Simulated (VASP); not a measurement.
Al: single point with PBE+D3(BJ)

Crystal: Al.

```
CELL_PARAMETERS angstrom
2.78663 0.00000 0.00000
-1.39332 2.41329 0.00000
0.00000 0.00000 9.29725
ATOMIC_POSITIONS crystal
Al 0.00000 0.00000 0.00000
Al 0.33333 0.66667 0.25000
Al 0.00000 0.00000 0.50000
Al 0.66667 0.33333 0.75000
```

This cell differs from its parent crystal: biaxial strain in the a-b plane: -1.0 %.

```
Program                : VASP 6.6.1
Task                   : single point
Functional             : PBE
Dispersion             : D3(BJ)
Potentials or basis    : VASP PAW PBE potentials, release 64 (Al)
Cutoff                 : 520 eV
k mesh                 : 24 × 24 × 6
Occupations            : gaussian, width 0.1 eV
Spin                   : no spin polarisation
Dipole correction      : no
Further INCAR settings : ALGO = Fast; EDIFF = 1e-06; NBANDS = 14
```

- Pressure: 1.2 GPa
- Band gap on the k mesh: zero (band 6 reaches 12.32 eV, above the bottom of band 7 at 7.03 eV)
- Dispersion energy per atom: -0.356 eV

Stress tensor (GPa, compression positive):
```
1.75 0.00 0.00
0.00 1.75 0.00
0.00 0.00 0.22
```

Levels at points of the mesh, in eV from the Fermi level:
```csv
k point,band 2,band 3,band 4,band 5,band 6,band 7,band 8,band 9,band 10,band 11
"(0.00, 0.00, 0.00)",-9.81,-9.81,-4.92,-4.72,3.15,3.16,11.44,11.44,11.53,11.53
"(0.50, 0.00, 0.00)",-5.29,-4.03,-4.00,-3.32,-3.29,0.80,1.22,1.24,1.60,6.13
"(0.00, 0.00, 0.50)",-11.08,-7.71,-7.71,-1.18,-1.18,8.06,8.06,11.76,11.76,11.76
"(0.50, 0.00, 0.50)",-4.96,-4.88,-4.88,-1.92,-1.92,-1.24,-1.24,4.54,4.54,4.67
```

Run time: 85 s on 1 thread of Intel(R) Xeon(R) 6975P-C (Granite Rapids) (shared host), peak memory 0.3 GiB.

Caveat: the cell differs from its parent crystal (biaxial strain in the a-b plane: -1.0 %); pairwise dispersion overbinds metals, which lowers pressure and volume.
